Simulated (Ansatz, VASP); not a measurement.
# Two plane-wave programs on Zr2HS4

```
CELL_PARAMETERS angstrom
7.29768 0.00000 0.00000
-3.64884 6.31997 0.00000
0.00000 0.00000 20.91715
ATOMIC_POSITIONS crystal
S 0.33333 0.16667 0.19123
S 0.33333 0.66667 0.19123
S 0.83333 0.16667 0.19123
S 0.83333 0.66667 0.19123
S 0.16667 0.33333 0.33069
S 0.16667 0.83333 0.33069
S 0.66667 0.33333 0.33069
S 0.66667 0.83333 0.33069
Zr 0.00000 0.00000 0.26096
Zr 0.00000 0.50000 0.26096
Zr 0.50000 0.00000 0.26096
Zr 0.50000 0.50000 0.26096
H 0.38700 0.77400 0.39810
H 0.44633 0.89267 0.39810
```

Alike in both runs: task single point; functional PBE; dispersion D3(BJ); k mesh 6 × 6 × 1; occupations gaussian, width 0.05 eV; no spin polarisation.

```csv
,VASP,Ansatz
version,VASP 6.6.1,Ansatz 0.2.0
potentials or method,"VASP PAW PBE potentials, release 64 (S, Zr_sv, H), cutoff 400 eV","scalar-relativistic, plane waves, PAW"
valence electrons in the cell,98,98
```

|  | VASP | Ansatz | Ansatz less VASP |
| --- | --- | --- | --- |
| gap on the k mesh at the Fermi level (eV) | 1.09 | 1.09 | +0.003 |
| least direct gap on the mesh (eV) | 1.09 | 1.09 | +0.003 |
| rms of the force components (eV/Å) | 0.304 | 0.304 | +0.0003 |
